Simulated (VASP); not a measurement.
# Re in VASP: further runs

The runs below take Re through single point, with PBE.

Everything below comes from runs of VASP 6.6.1. Logs are shortened: lines on timing, memory, paths and dates and some standing lists are left out, and cuts for length are marked.

**1. The cell of the first run**

Symmetry: R-3m, No. 166, trigonal system. The conventional cell has a = 2.940 Å, b = 2.940 Å, c = 6.310 Å, α = 90.00°, β = 90.00°, γ = 120.00°. Within 3.6 Å of Re (site symmetry -3m) lie 12 Re at 2.70 to 2.94 Å.

**2. Single point, PBE**

Contents of INCAR:

```
PREC = Accurate ; ENCUT = 520
EDIFF = 1E-7 ; ISMEAR = 0
SIGMA = 0.1 ; LREAL = False
LASPH = True ; NELM = 80
ALGO = Fast ; ISIF = 2
LWAVE = False ; LCHARG = False
GGA = PE ; NBANDS = 10
ISYM = 0
```

Contents of KPOINTS:

```
regular mesh
0
Gamma
  12 12 16
```

Contents of POSCAR:

```
Re
1.0
    2.9402049249      0.0000000000      0.0000000000
   -1.4701024625      2.5462921573      0.0000000000
    1.4701024625      0.8487640524      2.1032324964
Re
1
Direct
    0.0000000000      0.0000000000      0.0000000000
```

Potentials or basis: VASP PAW PBE potentials, release 64 (Re).

The run is started by

```bash
cat potpaw_PBE.64/Re/POTCAR > POTCAR
mpirun -np 1 vasp_std > vasp.out
```

OUTCAR:

```text
PREC = Accurate
   ENCUT = 520
   EDIFF = 1E-7
   ISMEAR = 0
   LREAL = False
   LASPH = True
   NELM = 80
   ISIF = 2
   GGA = PE
   ISYM = 0

 ion  position               nearest neighbor table
   1  0.000  0.000  0.000-

IMPORTANT INFORMATION: All symmetrisations will be switched off!
NOSYMM: (Re-)initialisation of all symmetry stuff for point group C_1.

----------------------------------------------------------------------------------------

                                     Primitive cell

  volume of cell :      15.7461

  direct lattice vectors                    reciprocal lattice vectors
     2.940204925  0.000000000  0.000000000     0.340112348  0.196363956 -0.316972407
    -1.470102463  2.546292157  0.000000000     0.000000000  0.392727911 -0.158486203
     1.470102463  0.848764052  2.103232496     0.000000000  0.000000000  0.475458610

  length of vectors
     2.940204925  2.940204925  2.702811240     0.504684772  0.423500990  0.475458610

  position of ions in fractional coordinates (direct lattice)
     0.000000000  0.000000000  0.000000000

  ion indices of the primitive-cell ions
   primitive index   ion index
                 1           1

----------------------------------------------------------------------------------------

 KPOINTS: regular mesh

Automatic generation of k-mesh.
 Grid dimensions read from file:
 generate k-points for:   12   12   16

 Generating k-lattice:

  Cartesian coordinates                     Fractional coordinates (reciprocal lattice)
     0.028342696  0.016363663 -0.026414367     0.083333333  0.000000000  0.000000000
     0.000000000  0.032727326 -0.013207184     0.000000000  0.083333333  0.000000000
     0.000000000  0.000000000  0.029716163     0.000000000  0.000000000  0.062500000

  Length of vectors
     0.042057064  0.035291749  0.029716163

  Shift w.r.t. Gamma in fractional coordinates (k-lattice)
     0.000000000  0.000000000  0.000000000

 -----------------------------------------------------------------------------
|                                                                             |
|           W    W    AA    RRRRR   N    N  II  N    N   GGGG   !!!           |
|           W    W   A  A   R    R  NN   N  II  NN   N  G    G  !!!           |
|           W    W  A    A  R    R  N N  N  II  N N  N  G       !!!           |
|           W WW W  AAAAAA  RRRRR   N  N N  II  N  N N  G  GGG   !            |
|           WW  WW  A    A  R   R   N   NN  II  N   NN  G    G                |
|           W    W  A    A  R    R  N    N  II  N    N   GGGG   !!!           |
|                                                                             |
|     Your reciprocal lattice and k-lattice belong to different lattice       |
|     classes:                                                                |
|                                                                             |
|        The reciprocal lattice is rhombohedral (trigonal),                   |
|        whereas your k-lattice is base-centered monoclinic.                  |
|                                                                             |
|     Results are often still useful ...                                      |
|                                                                             |
 -----------------------------------------------------------------------------

 WARNING: IBZKPT: internal override: KBLOWUP is changed to .FALSE.
      ... skipping the blow-up phase ...

 Subroutine IBZKPT returns following result:
 ===========================================

 Found   1156 irreducible k-points:

 Following reciprocal coordinates:
            Coordinates               Weight
  0.000000  0.000000  0.000000      1.000000
  0.083333  0.000000  0.000000      2.000000
  0.166667 -0.000000  0.000000      2.000000
  0.250000  0.000000  0.000000      2.000000
  0.333333  0.000000  0.000000      2.000000
  0.416667 -0.000000 -0.000000      2.000000
[... 16 lines left out ...]
  0.250000  0.166667  0.000000      2.000000
  0.333333  0.166667  0.000000      2.000000
 [... further k-points ...]
   k-points           NKPTS =   1156   k-points in BZ     NKDIM =   1156   number of bands    NBANDS=     10
   number of dos      NEDOS =    301   number of ions     NIONS =      1
   total plane-waves  NPLWV =  11520
   dimension x,y,z NGX =    24 NGY =   24 NGZ =   20
   dimension x,y,z NGXF=    48 NGYF=   48 NGZF=   40
   ions per type =               1
   NGX,Y,Z   is equivalent  to a cutoff of  13.57, 13.57, 12.30 a.u.
   NGXF,Y,Z  is equivalent  to a cutoff of  27.14, 27.14, 24.60 a.u.
 SYSTEM =  unknown system
   PREC   = accura    normal or accurate (medium, high low for compatibility)
   ISTART =      0    job   : 0-new  1-cont  2-samecut
   ICHARG =      2    charge: 1-file 2-atom 10-const
   ISPIN  =      1    spin polarized calculation?
   LNONCOLLINEAR =      F non collinear calculations
   LSORBIT =      F    spin-orbit coupling
   LASPH  =      T    aspherical Exc in radial PAW
   ENCUT  =  520.0 eV  38.22 Ry    6.18 a.u.   5.47  5.47  5.03*2*pi/ulx,y,z
   NELM   =     80;   NELMIN=  2; NELMDL= -5     # of ELM steps
   EDIFF  = 0.1E-06   stopping-criterion for ELM
   LREAL  =      F    real-space projection
   EDIFFG = 0.1E-05   stopping-criterion for IOM
   NSW    =      0    number of steps for IOM
   IBRION =     -1    ionic relax: 0-MD 1-quasi-New 2-CG
   NFREE  =      0    steps in history (QN), initial steepest desc. (CG)
   ISIF   =      2    stress and relaxation
   ISYM   =      0    0-nonsym 1-usesym 2-fastsym
   POTIM  = 0.5000    time-step for ionic-motion
   TEBEG  =    0.0;   TEEND  =   0.0 temperature during run
   PSTRESS=    0.0 pullay stress
   NELECT =       7.0000    total number of electrons
   NUPDOWN=      -1.0000    fix difference up-down
   EMIN   =  10.00;   EMAX   =-10.00  energy-range for DOS
   EFERMI =   0.00;   METHOD = LEGACY
   ISMEAR =     0;   SIGMA  =   0.10  broadening in eV -4-tet -1-fermi 0-gaus
   EFERMI_NEDOS =   21; number of points for ismear=-14 and -15
   IALGO  =     68    algorithm
   IMIX   =      4    mixing-type and parameters
     AMIX     =   0.40;   BMIX     =  1.00
     AMIX_MAG =   1.60;   BMIX_MAG =  1.00
  volume/ion in A,a.u.               =      15.75       106.26
  Fermi-wavevector in a.u.,A,eV,Ry     =   1.249443  2.361105 21.240164  1.561108
  Thomas-Fermi vector in A             =   2.383483
   LORBIT       =      0    0 simple, 1 ext, 2 COOP (PROOUT), +10 PAW based schemes
   GGA     = PE    functional components
   LHFCALC =     F    Hartree Fock is set to
   AEXX    =    0.0000 exact exchange contribution
   IVDW    =     0    specifies the selected vdW correction
   LEPSILON=     F    determine dielectric tensor
   LRPA    =     F    only Hartree local field effects (RPA)
 non-spin polarized calculation
 RMM-DIIS sequential band-by-band and
 Gauss-broadening in eV      SIGMA  =   0.10
  energy-cutoff  :      520.00
  volume of cell :       15.75
 maximum number of plane-waves:       446
 NGX is ok and might be reduce to    24
   NGX = 11   NGY = 11   NGZ = 11

 number of electron       7.0000000 magnetization

 Free energy of the ion-electron system (eV)
  ---------------------------------------------------
  ext. energy  EPLUGINS =         0.00000000
  ---------------------------------------------------
  free energy    TOTEN  =       -12.13750392 eV

  energy without entropy =      -12.13148457  energy(sigma->0) =      -12.13449425

 E-fermi :   7.4339     XC(G=0): -13.3432

 val. band max:        7.4337327655   @ k =   0.1667   0.5000   0.0625
 cond. band min:       7.4419710025   @ k =  -0.1667   0.2500  -0.0000
 fundamental gap:      0.0082382370
 Fermi energy:         7.4338994857

 k-point     1 :       0.0000    0.0000    0.0000
  band No.  band energies     occupation
      1      -2.3070      2.00000
      2       4.6336      2.00000
      3       4.6371      2.00000
      4       7.1897      1.99945
      5       8.7483      0.00000
      6       8.7511      0.00000
      7      21.0897      0.00000
      8      25.4013      0.00000
      9      25.4050      0.00000
     10      29.5056      0.00000

 k-point     2 :       0.0833    0.0000    0.0000
  band No.  band energies     occupation
      1      -1.9058      2.00000
      2       4.5594      2.00000
      3       4.9195      2.00000
      4       7.1058      2.00000
      5       8.3030      0.00000
      6       8.8448      0.00000
      7      21.8504      0.00000
      8      25.2033      0.00000
      9      25.5605      0.00000
     10      28.5853      0.00000

 k-point     3 :       0.1667   -0.0000    0.0000
  band No.  band energies     occupation
      1      -0.7959      2.00000
      2       4.1506      2.00000
      3       5.7578      2.00000
      4       6.8601      2.00000
      5       7.6573      0.00158
      6       9.1175      0.00000
      7      23.8075      0.00000
      8      24.9583      0.00000
      9      25.5794      0.00000
     10      28.1887      0.00000

 k-point     4 :       0.2500    0.0000    0.0000
  band No.  band energies     occupation
      1       0.6209      2.00000
      2       3.3918      2.00000
      3       6.1542      2.00000
      4       7.0853      2.00000
      5       8.2691      0.00000
      6       9.5388      0.00000
      7      24.2262      0.00000
      8      25.1586      0.00000
      9      25.7258      0.00000
     10      26.8592      0.00000
[... 222 lines left out ...]
 k-point    22 :       0.1667    0.1667    0.0000
  band No.  band energies     occupation
      1       0.9556      2.00000
      2       3.7578      2.00000
      3       5.0786      2.00000
      4       7.7124      0.00008
      5       8.5007      0.00000
      6      10.0571      0.00000
      7      20.7489      0.00000
      8      24.7929      0.00000
      9      26.4480      0.00000
     10      28.7520      0.00000

 k-point    23 :       0.2500    0.1667    0.0000
  band No.  band energies     occupation
      1       1.7631      2.00000
      2       3.0372      2.00000
      3       5.4626      2.00000
      4       8.3762      0.00000
      5      10.0034      0.00000
      6      11.0721      0.00000
      7      18.8121      0.00000
      8      23.6522      0.00000
      9      25.0427      0.00000
     10      28.9774      0.00000

 k-point    24 :       0.3333    0.1667    0.0000
  band No.  band energies     occupation
      1       1.7495      2.00000
      2       2.4613      2.00000
      3       6.8347      2.00000
      4       9.2714      0.00000
      5      10.7165      0.00000
      6      12.9738      0.00000
      7      16.4942      0.00000
      8      21.5151      0.00000
      9      23.3992      0.00000
     10      29.3250      0.00000

 [... further k-points ...]

------------------------ aborting loop because EDIFF is reached ----------------------------------------

  FORCE on cell =-STRESS in cart. coord.  units (eV):
  Direction    XX          YY          ZZ          XY          YZ          ZX
  --------------------------------------------------------------------------------------
  -------------------------------------------------------------------------------------
  Total       -2.3395574     -2.3252945      1.3925223     -0.0123530     -0.0101701     -0.0176146
  in kB     -238.0516348   -236.6003740    141.6901427     -1.2569298     -1.0348149     -1.7922975
  external PRESSURE =    -110.9872887 kB  Pullay stress =       0.0000000 kB

 VOLUME and BASIS-vectors are now :
 -----------------------------------------------------------------------------
  energy-cutoff  :      520.00
  volume of cell :       15.75
      direct lattice vectors                 reciprocal lattice vectors
     2.940204925  0.000000000  0.000000000     0.340112348  0.196363956 -0.316972407
    -1.470102463  2.546292157  0.000000000     0.000000000  0.392727911 -0.158486203
     1.470102463  0.848764052  2.103232496     0.000000000  0.000000000  0.475458610

 POSITION                                       TOTAL-FORCE (eV/Angst)
 -----------------------------------------------------------------------------------
      0.00000      0.00000      0.00000        -0.000002     -0.000003      0.000000
 -----------------------------------------------------------------------------------
    total drift:                               -0.000002     -0.000003      0.000000

  FREE ENERGIE OF THE ION-ELECTRON SYSTEM (eV)
  ---------------------------------------------------
  free  energy   TOTEN  =       -12.1375039223 eV

  energy  without entropy=      -12.1314845703  energy(sigma->0) =      -12.13449425
```

It took 1.7 min on 1 thread of Intel Xeon Platinum 8488C (Sapphire Rapids), shared host; peak memory 0.3 GiB.

What came out:

- Free energy: -12.1375 eV
- Pressure: -11.1 GPa
- Band gap on the k mesh: zero (an odd number of electrons rules out a gap without spin polarisation)

Caveat: the stress differs along the axes, from -24 to 14 GPa; spin-orbit coupling is left out, which moves the levels of the heavy elements.

(Part 1 of 2 ends here.)
